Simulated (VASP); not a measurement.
# Al (I4/mmm) in VASP: further runs

Al is run at these levels: r2SCAN; tasks: single point.

Everything below comes from runs of VASP 6.6.1. Logs are shortened: lines on timing, memory, paths and dates and some standing lists are left out, and cuts for length are marked.

## 1. The cell of the first run

Symmetry: I4/mmm, No. 139, tetragonal system. Conventional cell: a = 2.862 Å, b = 2.862 Å, c = 3.927 Å, α = 90.00°, β = 90.00°, γ = 90.00°. Within 3.7 Å of Al (site symmetry 4/mmm) lie 12 Al at 2.82 to 2.86 Å.

## 2. Single point, r2SCAN (strain -0.0300 x Voigt [0, 0, 1, 0, 0, 0])

POSCAR

```
Al
1.0
    0.0000000000      2.0239800000      1.9632606000
    2.0239800000      0.0000000000      1.9632606000
    2.0239800000      2.0239800000      0.0000000000
Al
1
Direct
    0.0000000000      0.0000000000      0.0000000000
```

INCAR.step1

```
SYSTEM = Al
  PREC = Accurate
  ENCUT = 520
  ISMEAR = 0
  SIGMA = 0.2
  LREAL = .False.
  LASPH = .True.
  NELM = 60
  NBANDS = 8
  GGA = PE
  ALGO = Normal
  EDIFF = 1E-4
  LWAVE = .True.
  LCHARG = .False.
```

INCAR.step2

```
SYSTEM = Al
  PREC = Accurate
  ENCUT = 520
  EDIFF = 1E-6
  ISMEAR = 0
  SIGMA = 0.2
  LREAL = .False.
  LASPH = .True.
  NELM = 60
  ALGO = Normal
  ISIF = 2
  LWAVE = .False.
  LCHARG = .False.
  METAGGA = R2SCAN
  LMIXTAU = .True.
  NBANDS = 8
  ISTART = 1
```

KPOINTS

```
Automatic mesh
0
Gamma
  20 20 20
  0 0 0
```

Potentials or basis: VASP PAW PBE potentials, release 64 (Al).

Started as:

```console
$ cat potpaw_PBE.64/Al/POTCAR > POTCAR
$ cp INCAR.step1 INCAR
$ mpirun -np 1 vasp_std > vasp.out
$ cp INCAR.step2 INCAR
$ mpirun -np 1 vasp_std > vasp.out
```

OUTCAR:

```text
SYSTEM = Al
   PREC = Accurate
   ENCUT = 520
   EDIFF = 1E-6
   ISMEAR = 0
   LREAL = .False.
   LASPH = .True.
   NELM = 60
   ISIF = 2
   METAGGA = R2SCAN
   ISTART = 1

 ion  position               nearest neighbor table
   1  0.000  0.000  0.000-

  LATTYP: Found a body centered tetragonal cell.
 ALAT       =     2.8623399660
 C/A-ratio  =     1.3717871555

  Lattice vectors:

 A1 = (   0.0000000000,  -2.0239800000,  -1.9632606000)
 A2 = (   0.0000000000,   2.0239800000,  -1.9632606000)
 A3 = (   2.0239800000,   0.0000000000,   1.9632606000)

Analysis of symmetry for initial positions (statically):
=====================================================================
 Subroutine PRICEL returns:
 Original cell was already a primitive cell.

 Routine SETGRP: Setting up the symmetry group for a
 body centered tetragonal supercell.

 Subroutine GETGRP returns: Found 16 space group operations
 (whereof 16 operations were pure point group operations)
 out of a pool of 16 trial point group operations.

The static configuration has the point symmetry D_4h.

Analysis of symmetry for dynamics (positions and initial velocities):
=====================================================================
 Subroutine PRICEL returns:
 Original cell was already a primitive cell.

 Routine SETGRP: Setting up the symmetry group for a
 body centered tetragonal supercell.

 Subroutine GETGRP returns: Found 16 space group operations
 (whereof 16 operations were pure point group operations)
 out of a pool of 16 trial point group operations.

The dynamic configuration has the point symmetry D_4h.

 Subroutine INISYM returns: Found 16 space group operations
 (whereof 16 operations are pure point group operations),
 and found     1 'primitive' translations

----------------------------------------------------------------------------------------

                                     Primitive cell

  volume of cell :      16.0850

  direct lattice vectors                    reciprocal lattice vectors
     0.000000000  2.023980000  1.963260600    -0.247038014  0.247038014  0.254678365
     2.023980000  0.000000000  1.963260600     0.247038014 -0.247038014  0.254678365
     2.023980000  2.023980000  0.000000000     0.247038014  0.247038014 -0.254678365

  length of vectors
     2.819731765  2.819731765  2.862339966     0.432338560  0.432338560  0.432338560

  position of ions in fractional coordinates (direct lattice)
     0.000000000  0.000000000  0.000000000

  ion indices of the primitive-cell ions
   primitive index   ion index
                 1           1

----------------------------------------------------------------------------------------

 KPOINTS: Automatic mesh

Automatic generation of k-mesh.
 Grid dimensions read from file:
 generate k-points for:   20   20   20

 Generating k-lattice:

  Cartesian coordinates                     Fractional coordinates (reciprocal lattice)
    -0.012351901  0.012351901  0.012733918     0.050000000  0.000000000  0.000000000
     0.012351901 -0.012351901  0.012733918     0.000000000  0.050000000  0.000000000
     0.012351901  0.012351901 -0.012733918    -0.000000000 -0.000000000  0.050000000

  Length of vectors
     0.021616928  0.021616928  0.021616928

  Shift w.r.t. Gamma in fractional coordinates (k-lattice)
     0.000000000  0.000000000  0.000000000

 Subroutine IBZKPT returns following result:
 ===========================================

 Found    641 irreducible k-points:

 Following reciprocal coordinates:
            Coordinates               Weight
  0.000000  0.000000  0.000000      1.000000
  0.050000  0.000000  0.000000      8.000000
  0.100000 -0.000000  0.000000      8.000000
  0.150000  0.000000  0.000000      8.000000
  0.200000 -0.000000  0.000000      8.000000
  0.250000  0.000000  0.000000      8.000000
[... 16 lines left out ...]
 -0.400000  0.050000  0.000000      8.000000
 -0.350000  0.050000  0.000000      8.000000
 [... further k-points ...]
   k-points           NKPTS =    641   k-points in BZ     NKDIM =    641   number of bands    NBANDS=      8
   number of dos      NEDOS =    301   number of ions     NIONS =      1
   total plane-waves  NPLWV =  13824
   dimension x,y,z NGX =    24 NGY =   24 NGZ =   24
   dimension x,y,z NGXF=    48 NGYF=   48 NGZF=   48
   ions per type =               1
   NGX,Y,Z   is equivalent  to a cutoff of  14.15, 14.15, 13.94 a.u.
   NGXF,Y,Z  is equivalent  to a cutoff of  28.30, 28.30, 27.88 a.u.
 SYSTEM =  Al
   PREC   = accura    normal or accurate (medium, high low for compatibility)
   ISTART =      1    job   : 0-new  1-cont  2-samecut
   ICHARG =      0    charge: 1-file 2-atom 10-const
   ISPIN  =      1    spin polarized calculation?
   LNONCOLLINEAR =      F non collinear calculations
   LSORBIT =      F    spin-orbit coupling
   LASPH  =      T    aspherical Exc in radial PAW
   ENCUT  =  520.0 eV  38.22 Ry    6.18 a.u.   5.24  5.24  5.32*2*pi/ulx,y,z
   NELM   =     60;   NELMIN=  2; NELMDL=  0     # of ELM steps
   EDIFF  = 0.1E-05   stopping-criterion for ELM
   LREAL  =      F    real-space projection
   EDIFFG = 0.1E-04   stopping-criterion for IOM
   NSW    =      0    number of steps for IOM
   IBRION =     -1    ionic relax: 0-MD 1-quasi-New 2-CG
   NFREE  =      0    steps in history (QN), initial steepest desc. (CG)
   ISIF   =      2    stress and relaxation
   ISYM   =      2    0-nonsym 1-usesym 2-fastsym
   POTIM  = 0.5000    time-step for ionic-motion
   TEBEG  =    0.0;   TEEND  =   0.0 temperature during run
   PSTRESS=    0.0 pullay stress
   NELECT =       3.0000    total number of electrons
   NUPDOWN=      -1.0000    fix difference up-down
   EMIN   =  10.00;   EMAX   =-10.00  energy-range for DOS
   EFERMI =   0.00;   METHOD = LEGACY
   ISMEAR =     0;   SIGMA  =   0.20  broadening in eV -4-tet -1-fermi 0-gaus
   EFERMI_NEDOS =   21; number of points for ismear=-14 and -15
   IALGO  =     38    algorithm
   IMIX   =      4    mixing-type and parameters
     AMIX     =   0.40;   BMIX     =  1.00
     AMIX_MAG =   1.60;   BMIX_MAG =  1.00
  volume/ion in A,a.u.               =      16.08       108.55
  Fermi-wavevector in a.u.,A,eV,Ry     =   0.935352  1.767559 11.903513  0.874884
  Thomas-Fermi vector in A             =   2.062251
   LORBIT       =      0    0 simple, 1 ext, 2 COOP (PROOUT), +10 PAW based schemes
   METAGGA = R2SCAN    functional components
   LHFCALC =     F    Hartree Fock is set to
   AEXX    =    0.0000 exact exchange contribution
   IVDW    =     0    specifies the selected vdW correction
   LEPSILON=     F    determine dielectric tensor
   LRPA    =     F    only Hartree local field effects (RPA)
 non-spin polarized calculation
 Gauss-broadening in eV      SIGMA  =   0.20
  energy-cutoff  :      520.00
  volume of cell :       16.08
 maximum number of plane-waves:       444
 NGX is ok and might be reduce to    24
   NGX = 11   NGY = 11   NGZ = 11

 number of electron       3.0000000 magnetization

 Free energy of the ion-electron system (eV)
  ---------------------------------------------------
  ext. energy  EPLUGINS =         0.00000000
  ---------------------------------------------------
  free energy    TOTEN  =        -6.73958576 eV

  energy without entropy =       -6.73273006  energy(sigma->0) =       -6.73615791

 E-fermi :   8.3084     XC(G=0): -11.0023

 val. band max:        8.2792475496   @ k =  -0.3500   0.0000   0.3500
 cond. band min:       8.3203098089   @ k =  -0.2000   0.4000   0.3000
 fundamental gap:      0.0410622593
 Fermi energy:         8.3084379324

 k-point     1 :       0.0000    0.0000    0.0000
  band No.  band energies     occupation
      1      -3.7363      2.00000
      2      21.6492      0.00000
      3      21.6492      0.00000
      4      21.9983      0.00000
      5      23.7903      0.00000
      6      23.9069      0.00000
      7      23.9069      0.00000
      8      25.8480      0.00000

 k-point     2 :       0.0500    0.0000    0.0000
  band No.  band energies     occupation
      1      -3.6628      2.00000
      2      20.4365      0.00000
      3      21.4227      0.00000
      4      21.6787      0.00000
      5      24.1406      0.00000
      6      24.2478      0.00000
      7      24.3359      0.00000
      8      26.6651      0.00000

 k-point     3 :       0.1000   -0.0000    0.0000
  band No.  band energies     occupation
      1      -3.4426      2.00000
      2      18.3357      0.00000
      3      20.9723      0.00000
      4      21.2523      0.00000
      5      24.3577      0.00000
      6      24.9257      0.00000
      7      25.0162      0.00000
      8      27.1769      0.00000

 k-point     4 :       0.1500    0.0000    0.0000
  band No.  band energies     occupation
      1      -3.0762      2.00000
      2      16.1659      0.00000
      3      20.5237      0.00000
      4      20.8512      0.00000
      5      24.1947      0.00000
      6      25.5476      0.00000
      7      25.8094      0.00000
      8      26.5898      0.00000

 k-point     5 :       0.2000   -0.0000    0.0000
  band No.  band energies     occupation
      1      -2.5649      2.00000
      2      14.0432      0.00000
      3      20.1524      0.00000
      4      20.5346      0.00000
      5      24.0028      0.00000
      6      24.7261      0.00000
      7      25.6733      0.00000
      8      27.3213      0.00000
[... 177 lines left out ...]
 k-point    22 :      -0.4500    0.0500    0.0000
  band No.  band energies     occupation
      1       2.5345      2.00000
      2       4.5557      2.00000
      3      19.3571      0.00000
      4      19.4995      0.00000
      5      21.2835      0.00000
      6      21.3196      0.00000
      7      24.8142      0.00000
      8      26.5088      0.00000

 k-point    23 :      -0.4000    0.0500    0.0000
  band No.  band energies     occupation
      1       1.3076      2.00000
      2       6.0884      2.00000
      3      19.0398      0.00000
      4      20.0292      0.00000
      5      21.0463      0.00000
      6      21.8668      0.00000
      7      24.5130      0.00000
      8      27.1630      0.00000

 k-point    24 :      -0.3500    0.0500    0.0000
  band No.  band energies     occupation
      1       0.1984      2.00000
      2       7.7586      1.99990
      3      18.8407      0.00000
      4      20.6543      0.00000
      5      20.9565      0.00000
      6      22.5353      0.00000
      7      24.3405      0.00000
      8      27.9195      0.00000

 [... further k-points ...]
[... 5 lines left out ...]
  --------------------------------------------------------------------------------------
  -------------------------------------------------------------------------------------
  Total       -0.1778085     -0.1778085     -0.0020173      0.0000000     -0.0000000      0.0000000
  in kB      -17.7109856    -17.7109856     -0.2009414      0.0000000     -0.0000000      0.0000000
  external PRESSURE =     -11.8743042 kB  Pullay stress =       0.0000000 kB

 VOLUME and BASIS-vectors are now :
 -----------------------------------------------------------------------------
  energy-cutoff  :      520.00
  volume of cell :       16.08
      direct lattice vectors                 reciprocal lattice vectors
     0.000000000  2.023980000  1.963260600    -0.247038014  0.247038014  0.254678365
     2.023980000  0.000000000  1.963260600     0.247038014 -0.247038014  0.254678365
     2.023980000  2.023980000  0.000000000     0.247038014  0.247038014 -0.254678365

 POSITION                                       TOTAL-FORCE (eV/Angst)
 -----------------------------------------------------------------------------------
      0.00000      0.00000      0.00000         0.000000     -0.000000      0.000000
 -----------------------------------------------------------------------------------
    total drift:                               -0.000000      0.000000      0.000000

  FREE ENERGIE OF THE ION-ELECTRON SYSTEM (eV)
  ---------------------------------------------------
  free  energy   TOTEN  =        -6.7395857566 eV

  energy  without entropy=       -6.7327300595  energy(sigma->0) =       -6.73615791
```

Wall time 82 s (1 thread of Intel Xeon 6975P-C (Granite Rapids), shared host); peak memory 0.19 GiB.

What came out:

| Quantity | Value |
| --- | --- |
| Free energy | -6.7396 eV |
| Pressure | -1.2 GPa |
| Band gap on the k mesh | zero (an odd number of electrons rules out a gap without spin polarisation) |

Caveat: the cell differs from its parent crystal (strain -0.0300 x Voigt [0, 0, 1, 0, 0, 0]); the PAW data sets were made with another functional, which shifts forces and pressure a little.

## 3. Single point, r2SCAN (strain -0.0150 x Voigt [0, 0, 1, 0, 0, 0])

POSCAR

```
Al
1.0
    0.0000000000      2.0239800000      1.9936203000
    2.0239800000      0.0000000000      1.9936203000
    2.0239800000      2.0239800000      0.0000000000
Al
1
Direct
    0.0000000000      0.0000000000      0.0000000000
```

INCAR.step1

```
SYSTEM = Al
PREC = Accurate
ENCUT = 520
ISMEAR = 0
SIGMA = 0.2
LREAL = .FALSE.
LASPH = .TRUE.
NELM = 80
NBANDS = 8
GGA = PE
ALGO = Normal
EDIFF = 1E-4
LWAVE = .TRUE.
LCHARG = .FALSE.
```

INCAR.step2

```
SYSTEM = Al
PREC = Accurate
ENCUT = 520
EDIFF = 1E-7
ISMEAR = 0
SIGMA = 0.2
LREAL = .FALSE.
LASPH = .TRUE.
NELM = 80
ALGO = Normal
ISIF = 2
LWAVE = .FALSE.
LCHARG = .TRUE.
METAGGA = R2SCAN
LMIXTAU = .TRUE.
LELF = .TRUE.
LVHAR = .TRUE.
NBANDS = 8
ISTART = 1
```

KPOINTS

```
regular mesh
0
G
  20 20 20
  0 0 0
```

Potentials or basis: VASP PAW PBE potentials, release 64 (Al).

Started as:

```console
$ cat potpaw_PBE.64/Al/POTCAR > POTCAR
$ cp INCAR.step1 INCAR
$ mpirun -np 1 vasp_std > vasp.out
$ cp INCAR.step2 INCAR
$ mpirun -np 1 vasp_std > vasp.out
```

It took 95 s on 1 thread of Intel Xeon 6975P-C (Granite Rapids), shared host; peak memory 0.19 GiB.

It converged, with:

```yaml
Free_energy: -6.7377 eV
Pressure: -2.6 GPa
Band_gap_on_the_k_mesh: zero (an odd number of electrons rules out a gap without spin polarisation)
```

Stress tensor (GPa, compression positive):
```
-2.75  0.00  0.00
 0.00 -2.75  0.00
 0.00  0.00 -2.17
```

Levels at points of the mesh, in eV from the Fermi level:
| k point | band 1 | band 2 | band 3 | band 4 | band 5 | band 6 |
| --- | --- | --- | --- | --- | --- | --- |
| (0.00, 0.00, 0.00) | -11.95 | 13.29 | 13.29 | 13.46 | 15.29 | 15.34 |
| (0.50, 0.00, 0.00) | -5.08 | -4.58 | 11.91 | 12.19 | 12.27 | 12.57 |
| (0.50, 0.50, 0.00) | -3.06 | -1.48 | 5.30 | 5.82 | 5.82 | 9.78 |
| (0.50, 0.00, 0.50) | -3.30 | -1.80 | 5.49 | 6.06 | 6.17 | 10.07 |

Caveat: the cell differs from its parent crystal (strain -0.0150 x Voigt [0, 0, 1, 0, 0, 0]); the PAW data sets were made with another functional, which shifts forces and pressure a little.

## 4. Single point, r2SCAN (strain +0.0150 x Voigt [0, 0, 1, 0, 0, 0])

POSCAR

```
Al
1.0
    0.0000000000      2.0239800000      2.0543397000
    2.0239800000      0.0000000000      2.0543397000
    2.0239800000      2.0239800000      0.0000000000
Al
1
Direct
    0.0000000000      0.0000000000      0.0000000000
```

INCAR.step1

```
SYSTEM = Al
PREC = Accurate ; ENCUT = 520
ISMEAR = 0 ; SIGMA = 0.2
LREAL = .False. ; LASPH = .True.
NELM = 80 ; NBANDS = 8
GGA = PE ; ALGO = Normal
EDIFF = 1E-4 ; LWAVE = .True.
LCHARG = .False.
```

INCAR.step2

```
SYSTEM = Al
PREC = Accurate ; ENCUT = 520
EDIFF = 1E-6 ; ISMEAR = 0
SIGMA = 0.2 ; LREAL = .False.
LASPH = .True. ; NELM = 80
ALGO = Normal ; ISIF = 2
LWAVE = .False. ; LCHARG = .False.
METAGGA = R2SCAN ; LMIXTAU = .True.
NBANDS = 8 ; ISTART = 1
```

KPOINTS

```
Automatic mesh
0
Gamma
  20 20 20
  0 0 0
```

Started as:

```console
$ cat potpaw_PBE.64/Al/POTCAR > POTCAR
$ cp INCAR.step1 INCAR
$ mpirun -np 1 vasp_std > vasp.out
$ cp INCAR.step2 INCAR
$ mpirun -np 1 vasp_std > vasp.out
```

It took 84 s on 1 thread of Intel Xeon 6975P-C (Granite Rapids), shared host; peak memory 0.19 GiB.

It converged, with:

- Free energy: -6.7261 eV
- Pressure: -4.8 GPa
- Band gap on the k mesh: zero (an odd number of electrons rules out a gap without spin polarisation)

Stress tensor (GPa, compression positive):
```
-4.62  0.00  0.00
 0.00 -4.62  0.00
 0.00  0.00 -5.20
```

Levels at points of the mesh, in eV from the Fermi level:
```tsv
k point	band 1	band 2	band 3	band 4
(0.00, 0.00, 0.00)	-11.74	13.06	13.23	13.23
(0.50, 0.00, 0.00)	-4.96	-4.55	11.76	11.84
(0.50, 0.50, 0.00)	-3.30	-1.89	5.54	6.05
(0.50, 0.00, 0.50)	-3.08	-1.58	5.36	5.72
```

Caveat: the cell differs from its parent crystal (strain +0.0150 x Voigt [0, 0, 1, 0, 0, 0]); the cell stands under tension; the PAW data sets were made with another functional, which shifts forces and pressure a little.

[end of part 1 of 2]
